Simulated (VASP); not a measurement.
# Zr: single point with PBEsol

Zr:

```
Zr
1.0
     3.28499    0.00000    0.00000
    -1.64250    2.84489    0.00000
     0.00000    0.00000    5.23139
Zr
2
Direct
  0.33333 0.66667 0.25000
  0.66667 0.33333 0.75000
```

This cell differs from its parent crystal: volume scaled by 1.05.

```
Program             : VASP 6.6.1
Task                : single point
Functional          : PBEsol
Potentials or basis : VASP PAW PBE potentials, release 64 (Zr_sv)
Cutoff              : 520 eV
k mesh              : 13 × 13 × 7
Occupations         : fermi-dirac, width 0.08 eV
Spin                : no spin polarisation
```

```
Pressure               : -7.2 GPa
Band gap on the k mesh : zero (band 12 reaches 9.18 eV, above the bottom of band 13 at 8.09 eV)
```

Stress tensor (GPa, compression positive):
```
-7.28  0.00  0.00
 0.00 -7.28  0.00
 0.00  0.00 -6.98
```

Levels at points of the mesh, in eV from the Fermi level:
| k point | band 8 | band 9 | band 10 | band 11 | band 12 | band 13 | band 14 | band 15 | band 16 | band 17 |
| --- | --- | --- | --- | --- | --- | --- | --- | --- | --- | --- |
| (0.00, 0.00, 0.00) | -26.42 | -5.57 | -2.90 | 0.86 | 0.86 | 1.00 | 1.02 | 1.51 | 1.51 | 2.05 |

Wall time 35 s on 1 thread of Intel(R) Xeon(R) Platinum 8488C (Sapphire Rapids) (shared host), peak memory 0.19 GiB.

Caveat: the PAW data sets were made with another functional, which shifts forces and pressure a little.
